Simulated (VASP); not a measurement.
# Ga3As3N2 in VASP: further runs, part 2 of 2

VASP 6.6.1. Earlier steps stand in the parts before.

### Step 4. Single point, PBE+D3(BJ)

Input file INCAR:

```
SYSTEM = Ga3As3N2
PREC = Accurate
ENCUT = 520
EDIFF = 1E-6
ISMEAR = 0
SIGMA = 0.05
LREAL = .FALSE.
LASPH = .TRUE.
NELM = 60
ALGO = Normal
ISIF = 2
LWAVE = .FALSE.
LCHARG = .FALSE.
LDIPOL = .TRUE.
IDIPOL = 3
DIPOL = 0.5 0.5 0.331
GGA = PE
IVDW = 12
NBANDS = 42
```

Input file KPOINTS:

```
Automatic mesh
0
G
  7 5 1
  0 0 0
```

Input file POSCAR:

```
Ga3As3N2
1.0
    4.0137031116      0.0000000000      0.0000000000
    0.0000000000      5.6762333758      0.0000000000
    0.0000000000      0.0000000000     22.8852699092
Ga As N
3 3 2
Direct
    0.5000000000      0.5000000000      0.1747849169
    0.0000000000      0.0653835254      0.2732733389
    0.5000000000      0.4894639615      0.3292030243
    0.0000000000      0.2500000000      0.1747849169
    0.5000000000      0.8102208702      0.2554204538
    0.0000000000      0.2887573197      0.3664046761
    0.5000000000      0.2887573197      0.5149718555
    0.5000000000      0.2887573197      0.5630377077
```

Potentials or basis: VASP PAW PBE potentials, release 64 (Ga_d, As, N).

Run with:

```console
> cat potpaw_PBE.64/Ga_d/POTCAR potpaw_PBE.64/As/POTCAR potpaw_PBE.64/N/POTCAR > POTCAR
> mpirun -np 1 vasp_std > vasp.out
```

OUTCAR:

```text
SYSTEM = Ga3As3N2
   PREC = Accurate
   ENCUT = 520
   EDIFF = 1E-6
   ISMEAR = 0
   LREAL = .FALSE.
   LASPH = .TRUE.
   NELM = 60
   ISIF = 2
   GGA = PE
   IVDW = 12
 IVDW          = 12

 ion  position               nearest neighbor table
   1  0.500  0.500  0.175-   4 2.46   4 2.46   5 2.55
   2  0.000  0.065  0.273-   6 2.48   4 2.49   5 2.51   5 2.51
   3  0.500  0.489  0.329-   6 2.46   6 2.46   5 2.48
   4  0.000  0.250  0.175-   1 2.46   1 2.46   2 2.49
   5  0.500  0.810  0.255-   3 2.48   2 2.51   2 2.51   1 2.55
   6  0.000  0.289  0.366-   3 2.46   3 2.46   2 2.48
   7  0.500  0.289  0.515-   8 1.10
   8  0.500  0.289  0.563-   7 1.10

  LATTYP: Found a simple orthorhombic cell.
 ALAT       =     4.0137031116
 B/A-ratio  =     1.4142135624
 C/A-ratio  =     5.7017844302

  Lattice vectors:

 A1 = (   4.0137031116,   0.0000000000,   0.0000000000)
 A2 = (   0.0000000000,   5.6762333758,   0.0000000000)
 A3 = (   0.0000000000,   0.0000000000,  22.8852699092)

Analysis of symmetry for initial positions (statically):
=====================================================================
 Subroutine PRICEL returns:
 Original cell was already a primitive cell.

 Routine SETGRP: Setting up the symmetry group for a
 simple orthorhombic supercell.

 Subroutine GETGRP returns: Found  2 space group operations
 (whereof  2 operations were pure point group operations)
 out of a pool of  8 trial point group operations.

The static configuration has the point symmetry C_1h.

Analysis of symmetry for dynamics (positions and initial velocities):
=====================================================================
 Subroutine PRICEL returns:
 Original cell was already a primitive cell.

 Routine SETGRP: Setting up the symmetry group for a
 simple orthorhombic supercell.

[... 131 lines left out ...]
   IVDW    =    12    specifies the selected vdW correction
   LEPSILON=     F    determine dielectric tensor
   LRPA    =     F    only Hartree local field effects (RPA)
 non-spin polarized calculation
 Gauss-broadening in eV      SIGMA  =   0.05
  energy-cutoff  :      520.00
  volume of cell :      521.39
 maximum number of plane-waves:     14091
 NGX is ok and might be reduce to    30
   NGX = 15   NGY = 21   NGZ = 85

 dipolmoment           0.000000      0.000000     -0.003247 electrons x Angstroem

 number of electron      64.0000015 magnetization

 dipolmoment           0.000000      0.000000      0.035748 electrons x Angstroem

 Free energy of the ion-electron system (eV)
  ---------------------------------------------------
  ext. energy  EPLUGINS =         0.00000000
  ---------------------------------------------------
  free energy    TOTEN  =       -39.39392137 eV

  energy without entropy =      -39.39392137  energy(sigma->0) =      -39.39392137

 E-fermi :  -2.0003     XC(G=0):  -3.8605

 val. band max:       -2.2000030043   @ k =   0.0000   0.0000   0.0000
 cond. band min:      -1.7975114234   @ k =   0.4286   0.0000   0.0000
 fundamental gap:      0.4024915810
 Fermi energy:        -2.0002881440

 k-point     1 :       0.0000    0.0000    0.0000
  band No.  band energies     occupation
      1     -25.8843      2.00000
      2     -17.1772      2.00000
      3     -17.1204      2.00000
      4     -17.1046      2.00000
      5     -17.0790      2.00000
      6     -17.0553      2.00000
[... 529 lines left out ...]
     41       2.7996      0.00000
     42       3.1415      0.00000

------------------------ aborting loop because EDIFF is reached ----------------------------------------

 vacuum level on the upper side and lower side of the slab       (xc-potential included)         0.013        -0.260

 Edisp (eV)   -1.26019

 E8    (eV) :    -0.5722

  FORCE on cell =-STRESS in cart. coord.  units (eV):
  Direction    XX          YY          ZZ          XY          YZ          ZX
  --------------------------------------------------------------------------------------
  -------------------------------------------------------------------------------------
  Total      -2.06530    -2.67155     2.33303     0.00000    -0.02325     0.00000
  in kB      -6.34648    -8.20941     7.16917     0.00000    -0.07143     0.00000
  external pressure =       -2.46 kB  Pullay stress =        0.00 kB

 VOLUME and BASIS-vectors are now :
 -----------------------------------------------------------------------------
  energy-cutoff  :      520.00
  volume of cell :      521.39
      direct lattice vectors                 reciprocal lattice vectors
     4.013703112  0.000000000  0.000000000     0.249146479  0.000000000  0.000000000
     0.000000000  5.676233376  0.000000000     0.000000000  0.176173165  0.000000000
     0.000000000  0.000000000 22.885269909     0.000000000  0.000000000  0.043696229

 POSITION                                       TOTAL-FORCE (eV/Angst)
 -----------------------------------------------------------------------------------
      2.00685      2.83812      4.00000         0.000000     -0.313361      1.031015
      0.00000      0.37113      6.25393         0.000000     -0.000062      0.014141
      2.00685      2.77831      7.53390         0.000000     -0.010786      0.006277
      0.00000      1.41906      4.00000         0.000000      0.317530     -1.065551
      2.00685      4.59900      5.84537         0.000000      0.010092     -0.011490
      0.00000      1.63905      8.38527         0.000000     -0.008455      0.042891
      2.00685      1.63905     11.78527         0.000000      0.010774     -2.148886
      2.00685      1.63905     12.88527         0.000000     -0.005732      2.131603
 -----------------------------------------------------------------------------------
    total drift:                                0.000000     -0.000273     -0.000097

  FREE ENERGIE OF THE ION-ELECTRON SYSTEM (eV)
  ---------------------------------------------------
  free  energy   TOTEN  =       -40.6541072007 eV

  energy  without entropy=      -40.6541072005  energy(sigma->0) =      -40.65410720

 vacuum level on the upper side and lower side of the slab         2.636         2.350
```

OSZICAR:

```text
N       E                     dE             d eps       ncg     rms          rms(c)
DAV:   1     0.469655555883E+03    0.46966E+03   -0.26643E+04  1104   0.137E+03
DAV:   2     0.354516164730E+02   -0.43420E+03   -0.41317E+03  1232   0.311E+02
DAV:   3    -0.368326763265E+02   -0.72284E+02   -0.71226E+02  1304   0.129E+02
DAV:   4    -0.411003496834E+02   -0.42677E+01   -0.42422E+01  1400   0.343E+01
[... 15 lines left out ...]
DAV:  20    -0.393939137834E+02   -0.78447E-05   -0.48629E-07   750   0.546E-03    0.373E-04
DAV:  21    -0.393939174202E+02   -0.36368E-05   -0.21019E-07   746   0.258E-03    0.233E-04
DAV:  22    -0.393939198168E+02   -0.23965E-05   -0.14423E-07   736   0.196E-03    0.159E-04
DAV:  23    -0.393939208531E+02   -0.10363E-05   -0.54297E-08   758   0.214E-03    0.979E-05
DAV:  24    -0.393939213688E+02   -0.51571E-06   -0.28831E-08   714   0.104E-03
   1 F= -.40654107E+02 E0= -.40654107E+02  d E =-.211039E-09
```

It took 6.9 min on 1 thread of Intel Xeon Platinum 8488C (Sapphire Rapids), shared host; peak memory 0.62 GiB.

Results:

```yaml
Free_energy: -40.6541 eV
Largest_force: 2.149 eV/Å
Band_gap_on_the_k_mesh: 0.40 eV (least direct gap 0.75 eV)
Dispersion_energy_per_atom: -0.158 eV
```

Forces in eV/Å, atoms in the order of the input:
```
Ga   0.000 -0.313  1.031
Ga   0.000  0.000  0.014
Ga   0.000 -0.011  0.006
As   0.000  0.318 -1.066
As   0.000  0.010 -0.011
As   0.000 -0.008  0.043
N    0.000  0.011 -2.149
N    0.000 -0.006  2.132
```

Levels at points of the mesh, in eV from the valence-band top:
| k point | band 30 | band 31 | band 32 | band 33 | band 34 | band 35 |
| --- | --- | --- | --- | --- | --- | --- |
| (0.00, 0.00, 0.00) | -0.89 | -0.84 | 0.00 | 0.75 | 1.63 | 2.31 |

Caveat: the standard files for N, O and F lose accuracy on very short bonds.

### Step 5. Overview

| cell | gap on the mesh (eV) | largest force (eV/Å) |
| --- | --- | --- |
| as given, atomic positions A | 0.40 | 2.15 |
| as given, atomic positions B | 0.40 | 2.14 |
| as given, atomic positions C | 0.40 | 2.15 |

Alike in all rows: task single point; level PBE+D3(BJ); potentials or basis VASP PAW PBE potentials, release 64 (Ga_d, As, N); no spin polarisation; k mesh 7 × 5 × 1; cutoff (eV) 520; smearing gaussian 0.05 eV.

Caveats: the standard files for N, O and F lose accuracy on very short bonds.

Absolute energies hang on the potentials; compare differences alone.
